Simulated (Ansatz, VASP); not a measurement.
# SnO2 in VASP and in Ansatz

```xyz
3
Lattice="1.6857 0.9732 4.0575 -1.6857 0.9732 4.0575 0.0000 -1.9464 4.0575" Properties=species:S:1:pos:R:3 pbc="T T T"
Sn    0.0000    0.0000    6.0863
O     0.0000    0.0000    2.9389
O     0.0000    0.0000    9.2337
```

Alike in both runs: task single point; functional PBEsol; k mesh 12 × 12 × 12; occupations gaussian, width 0.05 eV; no spin polarisation.

|  | VASP | Ansatz |
| --- | --- | --- |
| version | VASP 6.6.1 | Ansatz 0.2.0 |
| potentials or method | VASP PAW PBE potentials, release 64 (Sn_d, O), cutoff 520 eV | scalar-relativistic, plane waves, PAW |
| valence electrons in the cell | 26 | 26 |

```csv
,VASP,Ansatz,Ansatz less VASP
gap on the k mesh at the Fermi level (eV),0.69,0.70,+0.013
least direct gap on the mesh (eV),0.69,0.70,+0.013
pressure (GPa),-9.5,-10.1,-0.59
"traceless stress, the component that is largest in VASP (GPa)",7.67,8.15,+0.481
rms of the force components (eV/Å),0.037,0.017,-0.0208
```

VASP's potentials were made for PBE, not for PBEsol, and Ansatz warns of the same on its side. Atom by atom the forces differ by 0.021 eV/Å (rms over components).
